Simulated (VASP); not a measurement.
# Mo (P6_3/mmc) in VASP: single point with r2SCAN

Aim: the single point of Mo with r2SCAN.

Program: VASP 6.6.1. These are calculated values, not measurements. Logs are shortened: lines on timing, memory, paths and dates and some standing lists are left out, and cuts for length are marked.

### 1 The cell of the first run

The structure is hexagonal, space group P6_3/mmc (No. 194). Conventional cell: a = 2.738 Å, b = 2.738 Å, c = 4.919 Å, α = 90.00°, β = 90.00°, γ = 120.00°. Within 3.6 Å of Mo (site symmetry -6m2) lie 12 Mo at 2.74 to 2.92 Å.

### 2 Single point, r2SCAN

POSCAR

```
Mo
1.0
    2.7384369836      0.0000000000      0.0000000000
   -1.3692184918      2.3715559945      0.0000000000
    0.0000000000      0.0000000000      4.9191062826
Mo
2
Direct
    0.3333333333      0.6666666667      0.2500000000
    0.6666666667      0.3333333333      0.7500000000
```

INCAR.step1

```
SYSTEM = Mo
PREC = Accurate
ENCUT = 520
ISMEAR = -1
SIGMA = 0.1
LREAL = .False.
LASPH = .True.
NELM = 60
NBANDS = 21
GGA = PE
ALGO = Normal
EDIFF = 1E-4
LWAVE = .True.
LCHARG = .False.
```

INCAR.step2

```
SYSTEM = Mo
PREC = Accurate
ENCUT = 520
EDIFF = 1E-6
ISMEAR = -1
SIGMA = 0.1
LREAL = .False.
LASPH = .True.
NELM = 60
ALGO = Normal
ISIF = 2
LWAVE = .False.
LCHARG = .True.
METAGGA = R2SCAN
LMIXTAU = .True.
LELF = .True.
LVHAR = .True.
NBANDS = 21
ISTART = 1
```

KPOINTS

```
Automatic mesh
0
Gamma
  7 7 4
  0 0 0
```

Potentials or basis: VASP PAW PBE potentials, release 64 (Mo_sv).

The run is started by

```console
$ cat potpaw_PBE.64/Mo_sv/POTCAR > POTCAR
$ cp INCAR.step1 INCAR
$ mpirun -np 1 vasp_std > vasp.out
$ cp INCAR.step2 INCAR
$ mpirun -np 1 vasp_std > vasp.out
```

OUTCAR:

```text
SYSTEM = Mo
   PREC = Accurate
   ENCUT = 520
   EDIFF = 1E-6
   ISMEAR = -1
   LREAL = .False.
   LASPH = .True.
   NELM = 60
   ISIF = 2
   METAGGA = R2SCAN
   ISTART = 1

 ion  position               nearest neighbor table
   1  0.333  0.667  0.250-   2 2.92   2 2.92   2 2.92   2 2.92   2 2.92   2 2.92
   2  0.667  0.333  0.750-   1 2.92   1 2.92   1 2.92   1 2.92   1 2.92   1 2.92

  LATTYP: Found a hexagonal cell.
 ALAT       =     2.7384369836
 C/A-ratio  =     1.7963189630

  Lattice vectors:

 A1 = (   2.7384369836,   0.0000000000,   0.0000000000)
 A2 = (  -1.3692184918,   2.3715559945,   0.0000000000)
 A3 = (   0.0000000000,   0.0000000000,   4.9191062826)

Analysis of symmetry for initial positions (statically):
=====================================================================
 Subroutine PRICEL returns:
 Original cell was already a primitive cell.

 Routine SETGRP: Setting up the symmetry group for a
 hexagonal supercell.

 Subroutine GETGRP returns: Found 24 space group operations
 (whereof 12 operations were pure point group operations)
 out of a pool of 24 trial point group operations.

The static configuration has the point symmetry D_3d.
 The point group associated with its full space group is D_6h.

Analysis of symmetry for dynamics (positions and initial velocities):
=====================================================================
 Subroutine PRICEL returns:
 Original cell was already a primitive cell.

 Routine SETGRP: Setting up the symmetry group for a
 hexagonal supercell.

 Subroutine GETGRP returns: Found 24 space group operations
 (whereof 12 operations were pure point group operations)
 out of a pool of 24 trial point group operations.

The dynamic configuration has the point symmetry D_3d.
 The point group associated with its full space group is D_6h.

 Subroutine INISYM returns: Found 24 space group operations
 (whereof 12 operations are pure point group operations),
 and found     1 'primitive' translations

----------------------------------------------------------------------------------------

                                     Primitive cell

  volume of cell :      31.9464

  direct lattice vectors                    reciprocal lattice vectors
     2.738436984  0.000000000  0.000000000     0.365171814  0.210832045  0.000000000
    -1.369218492  2.371555994  0.000000000     0.000000000  0.421664090  0.000000000
     0.000000000  0.000000000  4.919106283     0.000000000  0.000000000  0.203288960

  length of vectors
     2.738436984  2.738436984  4.919106283     0.421664090  0.421664090  0.203288960

  position of ions in fractional coordinates (direct lattice)
     0.333333333  0.666666667  0.250000000
     0.666666667  0.333333333  0.750000000

  ion indices of the primitive-cell ions
   primitive index   ion index
                 1           1
                 2           2

----------------------------------------------------------------------------------------

 KPOINTS: Automatic mesh

Automatic generation of k-mesh.
 Grid dimensions read from file:
 generate k-points for:    7    7    4

 Generating k-lattice:

  Cartesian coordinates                     Fractional coordinates (reciprocal lattice)
     0.052167402  0.030118864  0.000000000     0.142857143  0.000000000  0.000000000
     0.000000000  0.060237727  0.000000000     0.000000000  0.142857143  0.000000000
     0.000000000  0.000000000  0.050822240     0.000000000  0.000000000  0.250000000

  Length of vectors
     0.060237727  0.060237727  0.050822240

  Shift w.r.t. Gamma in fractional coordinates (k-lattice)
     0.000000000  0.000000000  0.000000000

 Subroutine IBZKPT returns following result:
 ===========================================

 Found     24 irreducible k-points:

 Following reciprocal coordinates:
            Coordinates               Weight
  0.000000  0.000000  0.000000      1.000000
  0.142857  0.000000  0.000000      6.000000
  0.285714 -0.000000  0.000000      6.000000
  0.428571  0.000000  0.000000      6.000000
  0.142857  0.142857  0.000000      6.000000
  0.285714  0.142857  0.000000     12.000000
[... 16 lines left out ...]
  0.428571  0.142857  0.500000      6.000000
  0.285714  0.285714  0.500000      6.000000
   k-points           NKPTS =     24   k-points in BZ     NKDIM =     24   number of bands    NBANDS=     21
   number of dos      NEDOS =    301   number of ions     NIONS =      2
   total plane-waves  NPLWV =  16000
   dimension x,y,z NGX =    20 NGY =   20 NGZ =   40
   dimension x,y,z NGXF=    40 NGYF=   40 NGZF=   80
   ions per type =               2
   NGX,Y,Z   is equivalent  to a cutoff of  12.14, 12.14, 13.52 a.u.
   NGXF,Y,Z  is equivalent  to a cutoff of  24.28, 24.28, 27.04 a.u.
 SYSTEM =  Mo
   PREC   = accura    normal or accurate (medium, high low for compatibility)
   ISTART =      1    job   : 0-new  1-cont  2-samecut
   ICHARG =      0    charge: 1-file 2-atom 10-const
   ISPIN  =      1    spin polarized calculation?
   LNONCOLLINEAR =      F non collinear calculations
   LSORBIT =      F    spin-orbit coupling
   LASPH  =      T    aspherical Exc in radial PAW
   ENCUT  =  520.0 eV  38.22 Ry    6.18 a.u.   5.09  5.09  9.15*2*pi/ulx,y,z
   NELM   =     60;   NELMIN=  2; NELMDL=  0     # of ELM steps
   EDIFF  = 0.1E-05   stopping-criterion for ELM
   LREAL  =      F    real-space projection
   EDIFFG = 0.1E-04   stopping-criterion for IOM
   NSW    =      0    number of steps for IOM
   IBRION =     -1    ionic relax: 0-MD 1-quasi-New 2-CG
   NFREE  =      0    steps in history (QN), initial steepest desc. (CG)
   ISIF   =      2    stress and relaxation
   ISYM   =      2    0-nonsym 1-usesym 2-fastsym
   POTIM  = 0.5000    time-step for ionic-motion
   TEBEG  =    0.0;   TEEND  =   0.0 temperature during run
   PSTRESS=    0.0 pullay stress
   NELECT =      28.0000    total number of electrons
   NUPDOWN=      -1.0000    fix difference up-down
   EMIN   =  10.00;   EMAX   =-10.00  energy-range for DOS
   EFERMI =   0.00;   METHOD = LEGACY
   ISMEAR =    -1;   SIGMA  =   0.10  broadening in eV -4-tet -1-fermi 0-gaus
   EFERMI_NEDOS =   21; number of points for ismear=-14 and -15
   IALGO  =     38    algorithm
   IMIX   =      4    mixing-type and parameters
     AMIX     =   0.40;   BMIX     =  1.00
     AMIX_MAG =   1.60;   BMIX_MAG =  1.00
  volume/ion in A,a.u.               =      15.97       107.79
  Fermi-wavevector in a.u.,A,eV,Ry     =   1.566703  2.960640 33.396301  2.454559
  Thomas-Fermi vector in A             =   2.668992
   LORBIT       =      0    0 simple, 1 ext, 2 COOP (PROOUT), +10 PAW based schemes
   METAGGA = R2SCAN    functional components
   LHFCALC =     F    Hartree Fock is set to
   AEXX    =    0.0000 exact exchange contribution
   IVDW    =     0    specifies the selected vdW correction
   LEPSILON=     F    determine dielectric tensor
   LRPA    =     F    only Hartree local field effects (RPA)
 non-spin polarized calculation
  energy-cutoff  :      520.00
  volume of cell :       31.95
 maximum number of plane-waves:       872
   NGX = 11   NGY = 11   NGZ = 19

 number of electron      27.9999995 magnetization

 Free energy of the ion-electron system (eV)
  ---------------------------------------------------
  ext. energy  EPLUGINS =         0.00000000
  ---------------------------------------------------
  free energy    TOTEN  =       -51.18808626 eV

  energy without entropy =      -51.10039775  energy(sigma->0) =      -51.14424200

 E-fermi :  11.8732     XC(G=0): -14.4702

 val. band max:       11.8224585946   @ k =   0.2857  -0.0000   0.2500
 cond. band min:      11.8921101444   @ k =   0.2857   0.2857   0.0000
 fundamental gap:      0.0696515498
 Fermi energy:        11.8732289086

 k-point     1 :       0.0000    0.0000    0.0000
  band No.  band energies     occupation
      1     -50.9138      2.00000
      2     -50.7442      2.00000
      3     -24.7575      2.00000
      4     -23.6382      2.00000
      5     -23.4395      2.00000
      6     -23.4395      2.00000
[... 13 lines left out ...]
     20      15.5594      0.00000
     21      22.0152      0.00000

 k-point     2 :       0.1429    0.0000    0.0000
  band No.  band energies     occupation
      1     -50.8621      2.00000
      2     -50.7071      2.00000
      3     -24.6685      2.00000
      4     -23.7210      2.00000
      5     -23.6468      2.00000
      6     -23.6161      2.00000
[... 13 lines left out ...]
     20      17.5770      0.00000
     21      21.8621      0.00000

 k-point     3 :       0.2857   -0.0000    0.0000
  band No.  band energies     occupation
      1     -50.7410      2.00000
      2     -50.6260      2.00000
      3     -24.4431      2.00000
      4     -24.3379      2.00000
      5     -24.2128      2.00000
      6     -23.6893      2.00000
[... 13 lines left out ...]
     20      20.5218      0.00000
     21      21.4424      0.00000

 k-point     4 :       0.4286    0.0000    0.0000
  band No.  band energies     occupation
      1     -50.6337      2.00000
      2     -50.5681      2.00000
      3     -24.8151      2.00000
      4     -24.6635      2.00000
      5     -24.2046      2.00000
      6     -23.7950      2.00000
[... 13 lines left out ...]
     20      20.6723      0.00000
     21      22.7160      0.00000

 k-point     5 :       0.1429    0.1429    0.0000
  band No.  band energies     occupation
      1     -50.7756      2.00000
      2     -50.6479      2.00000
      3     -24.5106      2.00000
      4     -24.0909      2.00000
      5     -24.0633      2.00000
      6     -23.6728      2.00000
[... 13 lines left out ...]
     20      19.9404      0.00000
     21      21.6236      0.00000
[... 382 lines left out ...]
     20      15.2403      0.00000
     21      26.8216      0.00000

 k-point    22 :       0.2857    0.1429    0.5000
  band No.  band energies     occupation
      1     -50.6196      2.00000
      2     -50.6196      2.00000
      3     -24.6193      2.00000
      4     -24.6193      2.00000
      5     -23.9524      2.00000
      6     -23.9524      2.00000
[... 13 lines left out ...]
     20      17.1806      0.00000
     21      25.8984      0.00000

 k-point    23 :       0.4286    0.1429    0.5000
  band No.  band energies     occupation
      1     -50.5779      2.00000
      2     -50.5779      2.00000
      3     -24.7977      2.00000
      4     -24.7977      2.00000
      5     -23.9853      2.00000
      6     -23.9853      2.00000
[... 13 lines left out ...]
     20      19.0951      0.00000
     21      24.1101      0.00000

 k-point    24 :       0.2857    0.2857    0.5000
  band No.  band energies     occupation
      1     -50.5678      2.00000
      2     -50.5678      2.00000
      3     -24.6183      2.00000
      4     -24.6183      2.00000
      5     -24.2277      2.00000
      6     -24.2277      2.00000
[... 13 lines left out ...]
     20      20.5884      0.00000
     21      24.7375      0.00000

------------------------ aborting loop because EDIFF is reached ----------------------------------------

  FORCE on cell =-STRESS in cart. coord.  units (eV):
  Direction    XX          YY          ZZ          XY          YZ          ZX
  --------------------------------------------------------------------------------------
  -------------------------------------------------------------------------------------
  Total        0.3347041      0.3347041      0.4898036      0.0000000     -0.0000000      0.0000000
  in kB       16.7860815     16.7860815     24.5646311      0.0000000     -0.0000000      0.0000000
  external PRESSURE =      19.3789314 kB  Pullay stress =       0.0000000 kB

 VOLUME and BASIS-vectors are now :
 -----------------------------------------------------------------------------
  energy-cutoff  :      520.00
  volume of cell :       31.95
      direct lattice vectors                 reciprocal lattice vectors
     2.738436984  0.000000000  0.000000000     0.365171814  0.210832045  0.000000000
    -1.369218492  2.371555994  0.000000000     0.000000000  0.421664090  0.000000000
     0.000000000  0.000000000  4.919106283     0.000000000  0.000000000  0.203288960

 POSITION                                       TOTAL-FORCE (eV/Angst)
 -----------------------------------------------------------------------------------
     -0.00000      1.58104      1.22978        -0.000000      0.000000      0.000000
      1.36922      0.79052      3.68933         0.000000     -0.000000      0.000000
 -----------------------------------------------------------------------------------
    total drift:                               -0.000000      0.000000     -0.000000

  FREE ENERGIE OF THE ION-ELECTRON SYSTEM (eV)
  ---------------------------------------------------
  free  energy   TOTEN  =       -51.1880862568 eV

  energy  without entropy=      -51.1003977468  energy(sigma->0) =      -51.14424200
```

Wall time 2.2 min (1 thread of AMD EPYC 7R13, shared host); peak memory 0.12 GiB.

What came out:

| Property | Result |
| --- | --- |
| Free energy | -51.1881 eV |
| Pressure | 1.9 GPa |
| Band gap on the k mesh | zero (band 14 reaches 13.38 eV, above the bottom of band 15 at 11.30 eV) |

Stress tensor (GPa, compression positive):
```
1.68 0.00 0.00
0.00 1.68 0.00
0.00 0.00 2.46
```

Caveat: the k points lie up to 0.38 Å⁻¹ apart; the PAW data sets were made with another functional, which shifts forces and pressure a little.
